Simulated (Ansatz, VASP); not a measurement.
**SrMo3 in VASP and in Ansatz**

Contents of INCAR:

```
SYSTEM = SrMo3
PREC = Accurate ; ENCUT = 520
EDIFF = 1E-6 ; ISMEAR = 0
SIGMA = 0.1 ; LREAL = .FALSE.
LASPH = .TRUE. ; NELM = 100
ALGO = Normal ; ISIF = 2
LWAVE = .FALSE. ; LCHARG = .FALSE.
GGA = PE ; NBANDS = 34
```

KPOINTS

```
regular mesh
0
G
  4 4 4
  0 0 0
```

File POSCAR:

```
SrMo3
1.0
    4.2176709610      0.0000000000      0.0000000000
    0.0000000000      4.2176709610      0.0000000000
    0.0000000000      0.0000000000      4.2176709610
Sr Mo
1 3
Direct
    0.0000000000      0.0000000000      0.0000000000
    0.0000000000      0.5000000000      0.5000000000
    0.5000000000      0.0000000000      0.5000000000
    0.5000000000      0.5000000000      0.0000000000
```

Input for Ansatz:

```yaml
crystal:
  lattice:
    - [4.217670961, 0.0, 0.0]
    - [0.0, 4.217670961, 0.0]
    - [0.0, 0.0, 4.217670961]
  atoms:
    - { symbol: Sr, position: [0.0, 0.0, 0.0] }
    - { symbol: Mo, position: [0.0, 0.5, 0.5] }
    - { symbol: Mo, position: [0.5, 0.0, 0.5] }
    - { symbol: Mo, position: [0.5, 0.5, 0.0] }
basis:
  ecutwfc: 420
kpoints:
  mp_grid: { grid: [4, 4, 4] }
hamiltonian:
  xc: pbe
scf:
  occupations: { method: gaussian, width: 0.1 }
  lower_state_search: "off"
output:
  forces: true
  stress: true
  eigenvalues: true
```

Alike in both runs: task single point; functional PBE; k mesh 4 × 4 × 4; occupations gaussian, width 0.1 eV; no spin polarisation.

```csv
,VASP,Ansatz
version,VASP 6.6.1,Ansatz 0.2.0
potentials or method,"VASP PAW PBE potentials, release 64 (Sr_sv, Mo_sv), cutoff 520 eV","scalar-relativistic, plane waves, PAW"
valence electrons in the cell,52,52
```

VASP gave:

| Item | Value |
| --- | --- |
| gap on the k mesh at the Fermi level (eV) | none |
| pressure (GPa) | 6.2 |

Task: Estimate Ansatz's values.

Result: gap on the k mesh at the Fermi level (eV): none; pressure (GPa): 5.6.

A gap of «none» marks a metal or a gap that the smearing closes. With one functional, cell and mesh, what is left measures potentials, basis and numerics.

The k mesh is coarse, so the values compare programs but aren't converged.
